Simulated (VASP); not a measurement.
# Pb in VASP: single point with r2SCAN

Aim: the single point of Pb with r2SCAN.

Program: VASP 6.6.1. These are calculated values, not measurements. Logs are shortened: lines on timing, memory, paths and dates and some standing lists are left out, and cuts for length are marked.

## 1. The cell of the first run

The cell holds a slab with vacuum, 5 atoms: a = 3.514 Å, b = 3.514 Å, c = 26.594 Å, α = 90.00°, β = 90.00°, γ = 120.00°.

## 2. Single point, r2SCAN

File POSCAR:

```
Pb
1.0
    3.5139206055      0.0000000000      0.0000000000
   -1.7569603027      3.0431445112      0.0000000000
    0.0000000000      0.0000000000     26.5939884722
Pb
5
Direct
    0.6666666667      0.3333333333      0.2820186227
    0.3333333333      0.6666666667      0.3910093113
    0.6666666667      0.3333333333      0.5000000000
    0.3333333333      0.6666666667      0.6089906887
    0.6666666667      0.3333333333      0.7179813773
```

File INCAR.step1:

```
PREC = Accurate ; ENCUT = 520
ISMEAR = 0 ; SIGMA = 0.1
LREAL = F ; LASPH = T
NELM = 100 ; LDIPOL = T
IDIPOL = 3 ; DIPOL = 0.5 0.5 0.500
NBANDS = 43 ; GGA = PE
ALGO = Normal ; EDIFF = 1E-4
LWAVE = T ; LCHARG = F
```

File INCAR.step2:

```
PREC = Accurate ; ENCUT = 520
EDIFF = 1E-7 ; ISMEAR = 0
SIGMA = 0.1 ; LREAL = F
LASPH = T ; NELM = 100
ALGO = Normal ; ISIF = 2
LWAVE = F ; LCHARG = F
LDIPOL = T ; IDIPOL = 3
DIPOL = 0.5 0.5 0.500 ; METAGGA = R2SCAN
LMIXTAU = T ; NBANDS = 43
ISTART = 1
```

File KPOINTS:

```
Automatic mesh
0
Gamma
  12 12 1
```

Potentials or basis: VASP PAW PBE potentials, release 64 (Pb_d).

The run is started by

```console
cat potpaw_PBE.64/Pb_d/POTCAR > POTCAR
cp INCAR.step1 INCAR
mpirun -np 1 vasp_std > vasp.out
cp INCAR.step2 INCAR
mpirun -np 1 vasp_std > vasp.out
```

OUTCAR:

```text
PREC = Accurate
   ENCUT = 520
   EDIFF = 1E-7
   ISMEAR = 0
   LREAL = F
   LASPH = T
   NELM = 100
   ISIF = 2
   METAGGA = R2SCAN
   ISTART = 1

 ion  position               nearest neighbor table
   1  0.667  0.333  0.282-   2 3.54   2 3.54   2 3.54
   2  0.333  0.667  0.391-   1 3.54   1 3.54   1 3.54   3 3.54   3 3.54   3 3.54
   3  0.667  0.333  0.500-   2 3.54   4 3.54   2 3.54   4 3.54   2 3.54   4 3.54
   4  0.333  0.667  0.609-   5 3.54   5 3.54   5 3.54   3 3.54   3 3.54   3 3.54
   5  0.667  0.333  0.718-   4 3.54   4 3.54   4 3.54

  LATTYP: Found a hexagonal cell.
 ALAT       =     3.5139206055
 C/A-ratio  =     7.5681813728

  Lattice vectors:

 A1 = (   3.5139206055,   0.0000000000,   0.0000000000)
 A2 = (  -1.7569603027,   3.0431445112,   0.0000000000)
 A3 = (   0.0000000000,   0.0000000000,  26.5939884722)

Analysis of symmetry for initial positions (statically):
=====================================================================
 Subroutine PRICEL returns:
 Original cell was already a primitive cell.

 Routine SETGRP: Setting up the symmetry group for a
 hexagonal supercell.

 Subroutine GETGRP returns: Found 12 space group operations
 (whereof 12 operations were pure point group operations)
 out of a pool of 24 trial point group operations.

The static configuration has the point symmetry D_3h.

Analysis of symmetry for dynamics (positions and initial velocities):
=====================================================================
 Subroutine PRICEL returns:
 Original cell was already a primitive cell.

 Routine SETGRP: Setting up the symmetry group for a
 hexagonal supercell.

 Subroutine GETGRP returns: Found 12 space group operations
 (whereof 12 operations were pure point group operations)
 out of a pool of 24 trial point group operations.

The dynamic configuration has the point symmetry D_3h.

 Subroutine INISYM returns: Found 12 space group operations
 (whereof 12 operations are pure point group operations),
 and found     1 'primitive' translations

----------------------------------------------------------------------------------------

                                     Primitive cell

  volume of cell :     284.3793

  direct lattice vectors                    reciprocal lattice vectors
     3.513920606  0.000000000  0.000000000     0.284582412  0.164303732  0.000000000
    -1.756960303  3.043144511  0.000000000     0.000000000  0.328607464  0.000000000
     0.000000000  0.000000000 26.593988472     0.000000000  0.000000000  0.037602483

  length of vectors
     3.513920606  3.513920605 26.593988472     0.328607464  0.328607464  0.037602483

  position of ions in fractional coordinates (direct lattice)
     0.666666667  0.333333333  0.282018623
     0.333333333  0.666666667  0.391009311
     0.666666667  0.333333333  0.500000000
     0.333333333  0.666666667  0.608990689
     0.666666667  0.333333333  0.717981377

  ion indices of the primitive-cell ions
   primitive index   ion index
                 1           1
                 2           2
                 3           3
                 4           4
                 5           5

----------------------------------------------------------------------------------------

 KPOINTS: Automatic mesh

Automatic generation of k-mesh.
 Grid dimensions read from file:
 generate k-points for:   12   12    1

 Generating k-lattice:

  Cartesian coordinates                     Fractional coordinates (reciprocal lattice)
     0.023715201  0.013691978  0.000000000     0.083333333 -0.000000000  0.000000000
     0.000000000  0.027383955  0.000000000     0.000000000  0.083333333  0.000000000
     0.000000000  0.000000000  0.037602483     0.000000000  0.000000000  1.000000000

  Length of vectors
     0.027383955  0.027383955  0.037602483

  Shift w.r.t. Gamma in fractional coordinates (k-lattice)
     0.000000000  0.000000000  0.000000000

 Subroutine IBZKPT returns following result:
 ===========================================

 Found     19 irreducible k-points:

 Following reciprocal coordinates:
            Coordinates               Weight
  0.000000  0.000000  0.000000      1.000000
  0.083333  0.000000  0.000000      6.000000
  0.166667 -0.000000  0.000000      6.000000
  0.250000 -0.000000  0.000000      6.000000
  0.333333  0.000000  0.000000      6.000000
  0.416667  0.000000  0.000000      6.000000
[... 11 lines left out ...]
  0.333333  0.250000  0.000000     12.000000
  0.333333  0.333333  0.000000      2.000000
   k-points           NKPTS =     19   k-points in BZ     NKDIM =     19   number of bands    NBANDS=     43
   number of dos      NEDOS =    301   number of ions     NIONS =      5
   total plane-waves  NPLWV = 156800
   dimension x,y,z NGX =    28 NGY =   28 NGZ =  200
   dimension x,y,z NGXF=    56 NGYF=   56 NGZF=  400
   ions per type =               5
   NGX,Y,Z   is equivalent  to a cutoff of  13.25, 13.25, 12.50 a.u.
   NGXF,Y,Z  is equivalent  to a cutoff of  26.49, 26.49, 25.01 a.u.
 SYSTEM =  unknown system
   PREC   = accura    normal or accurate (medium, high low for compatibility)
   ISTART =      1    job   : 0-new  1-cont  2-samecut
   ICHARG =      0    charge: 1-file 2-atom 10-const
   ISPIN  =      1    spin polarized calculation?
   LNONCOLLINEAR =      F non collinear calculations
   LSORBIT =      F    spin-orbit coupling
   LASPH  =      T    aspherical Exc in radial PAW
   ENCUT  =  520.0 eV  38.22 Ry    6.18 a.u.   6.53  6.53 49.45*2*pi/ulx,y,z
   NELM   =    100;   NELMIN=  2; NELMDL=  0     # of ELM steps
   EDIFF  = 0.1E-06   stopping-criterion for ELM
   LREAL  =      F    real-space projection
   EDIFFG = 0.1E-05   stopping-criterion for IOM
   NSW    =      0    number of steps for IOM
   IBRION =     -1    ionic relax: 0-MD 1-quasi-New 2-CG
   NFREE  =      0    steps in history (QN), initial steepest desc. (CG)
   ISIF   =      2    stress and relaxation
   ISYM   =      2    0-nonsym 1-usesym 2-fastsym
   POTIM  = 0.5000    time-step for ionic-motion
   TEBEG  =    0.0;   TEEND  =   0.0 temperature during run
   PSTRESS=    0.0 pullay stress
   NELECT =      70.0000    total number of electrons
   NUPDOWN=      -1.0000    fix difference up-down
   EMIN   =  10.00;   EMAX   =-10.00  energy-range for DOS
   EFERMI =   0.00;   METHOD = LEGACY
   ISMEAR =     0;   SIGMA  =   0.10  broadening in eV -4-tet -1-fermi 0-gaus
   EFERMI_NEDOS =   21; number of points for ismear=-14 and -15
   IALGO  =     38    algorithm
   IMIX   =      4    mixing-type and parameters
     AMIX     =   0.40;   BMIX     =  1.00
     AMIX_MAG =   1.60;   BMIX_MAG =  1.00
  volume/ion in A,a.u.               =      56.88       383.82
  Fermi-wavevector in a.u.,A,eV,Ry     =   1.025986  1.938833 14.322141  1.052648
  Thomas-Fermi vector in A             =   2.159855
   LORBIT       =      0    0 simple, 1 ext, 2 COOP (PROOUT), +10 PAW based schemes
   METAGGA = R2SCAN    functional components
   LHFCALC =     F    Hartree Fock is set to
   AEXX    =    0.0000 exact exchange contribution
   IVDW    =     0    specifies the selected vdW correction
   LEPSILON=     F    determine dielectric tensor
   LRPA    =     F    only Hartree local field effects (RPA)
 non-spin polarized calculation
 Gauss-broadening in eV      SIGMA  =   0.10
  energy-cutoff  :      520.00
  volume of cell :      284.38
 maximum number of plane-waves:      7767
 NGX is ok and might be reduce to    28
   NGX = 13   NGY = 13   NGZ = 99

 dipolmoment           0.000000      0.000000     -0.000000 electrons x Angstroem

 number of electron      69.9999993 magnetization

 dipolmoment           0.000000      0.000000      0.000000 electrons x Angstroem

 Free energy of the ion-electron system (eV)
  ---------------------------------------------------
  ext. energy  EPLUGINS =         0.00000000
  ---------------------------------------------------
  free energy    TOTEN  =      -280.84082855 eV

  energy without entropy =     -280.82259181  energy(sigma->0) =     -280.83171018

 E-fermi :   2.1164     XC(G=0):  -6.3991

 val. band max:        2.0758903250   @ k =   0.4167   0.1667   0.0000
 cond. band min:       2.1251030075   @ k =   0.0833   0.0833   0.0000
 fundamental gap:      0.0492126825
 Fermi energy:         2.1163899679

 k-point     1 :       0.0000    0.0000    0.0000
  band No.  band energies     occupation
      1     -15.6796      2.00000
      2     -15.6600      2.00000
      3     -15.6600      2.00000
      4     -15.6485      2.00000
      5     -15.6482      2.00000
      6     -15.6036      2.00000
[... 35 lines left out ...]
     42       8.3837      0.00000
     43       8.8731      0.00000

 k-point     2 :       0.0833    0.0000    0.0000
  band No.  band energies     occupation
      1     -15.6774      2.00000
      2     -15.6598      2.00000
      3     -15.6437      2.00000
      4     -15.6420      2.00000
      5     -15.6407      2.00000
      6     -15.6103      2.00000
[... 35 lines left out ...]
     42       7.7305      0.00000
     43       7.9456      0.00000

 k-point     3 :       0.1667   -0.0000    0.0000
  band No.  band energies     occupation
      1     -15.6958      2.00000
      2     -15.6478      2.00000
      3     -15.6472      2.00000
      4     -15.6322      2.00000
      5     -15.6185      2.00000
      6     -15.5995      2.00000
[... 35 lines left out ...]
     42       6.7127      0.00000
     43       7.0968      0.00000

 k-point     4 :       0.2500   -0.0000    0.0000
  band No.  band energies     occupation
      1     -15.7244      2.00000
      2     -15.6732      2.00000
      3     -15.6654      2.00000
      4     -15.6353      2.00000
      5     -15.6236      2.00000
      6     -15.6012      2.00000
[... 633 lines left out ...]
     42       4.0841      0.00000
     43       5.0586      0.00000

 k-point    18 :       0.3333    0.2500    0.0000
  band No.  band energies     occupation
      1     -15.6800      2.00000
      2     -15.6481      2.00000
      3     -15.6471      2.00000
      4     -15.6303      2.00000
      5     -15.5957      2.00000
      6     -15.5923      2.00000
[... 35 lines left out ...]
     42       4.3614      0.00000
     43       4.6137      0.00000

 k-point    19 :       0.3333    0.3333    0.0000
  band No.  band energies     occupation
      1     -15.6813      2.00000
      2     -15.6480      2.00000
      3     -15.6271      2.00000
      4     -15.6075      2.00000
      5     -15.5982      2.00000
      6     -15.5728      2.00000
[... 35 lines left out ...]
     42       4.1672      0.00000
     43       4.7370      0.00000

------------------------ aborting loop because EDIFF is reached ----------------------------------------

 vacuum level on the upper side and lower side of the slab       (xc-potential included)         0.015         0.015

  FORCE on cell =-STRESS in cart. coord.  units (eV):
  Direction    XX          YY          ZZ          XY          YZ          ZX
  --------------------------------------------------------------------------------------
  -------------------------------------------------------------------------------------
  Total       -1.2668663     -1.2668663     -0.6703026     -0.0000000      0.0000000      0.0000000
  in kB       -7.1374546     -7.1374546     -3.7764480     -0.0000000      0.0000000      0.0000000
  external PRESSURE =      -6.0171190 kB  Pullay stress =       0.0000000 kB

 VOLUME and BASIS-vectors are now :
 -----------------------------------------------------------------------------
  energy-cutoff  :      520.00
  volume of cell :      284.38
      direct lattice vectors                 reciprocal lattice vectors
     3.513920606  0.000000000  0.000000000     0.284582412  0.164303732  0.000000000
    -1.756960303  3.043144511  0.000000000     0.000000000  0.328607464  0.000000000
     0.000000000  0.000000000 26.593988472     0.000000000  0.000000000  0.037602483

 POSITION                                       TOTAL-FORCE (eV/Angst)
 -----------------------------------------------------------------------------------
      1.75696      1.01438      7.50000         0.000000     -0.000000      0.200578
     -0.00000      2.02876     10.39850        -0.000000      0.000000     -0.295304
      1.75696      1.01438     13.29699         0.000000     -0.000000      0.000000
     -0.00000      2.02876     16.19549        -0.000000      0.000000      0.295304
      1.75696      1.01438     19.09399         0.000000     -0.000000     -0.200578
 -----------------------------------------------------------------------------------
    total drift:                                0.000000     -0.000000      0.000000

  FREE ENERGIE OF THE ION-ELECTRON SYSTEM (eV)
  ---------------------------------------------------
  free  energy   TOTEN  =      -280.8408285527 eV

  energy  without entropy=     -280.8225918066  energy(sigma->0) =     -280.83171018

 vacuum level on the upper side and lower side of the slab         5.900         5.900
```

Run time: 35 min. Hardware: 1 thread of Intel Xeon Platinum 8259CL at 2.50GHz (Skylake/Cascade Lake), shared host; peak memory 0.51 GiB.

Results:

```yaml
Free_energy: -280.8408 eV
Largest_force: 0.295 eV/Å
Band_gap_on_the_k_mesh: zero (band 35 reaches 5.72 eV, above the bottom of band 36 at 0.72 eV)
```

Forces on the atoms (eV/Å):
```
Pb   0.000  0.000  0.201
Pb   0.000  0.000 -0.295
Pb   0.000  0.000  0.000
Pb   0.000  0.000  0.295
Pb   0.000  0.000 -0.201
```

Caveat: the PAW data sets were made with another functional, which shifts forces and pressure a little; spin-orbit coupling is left out, which moves the levels of the heavy elements.
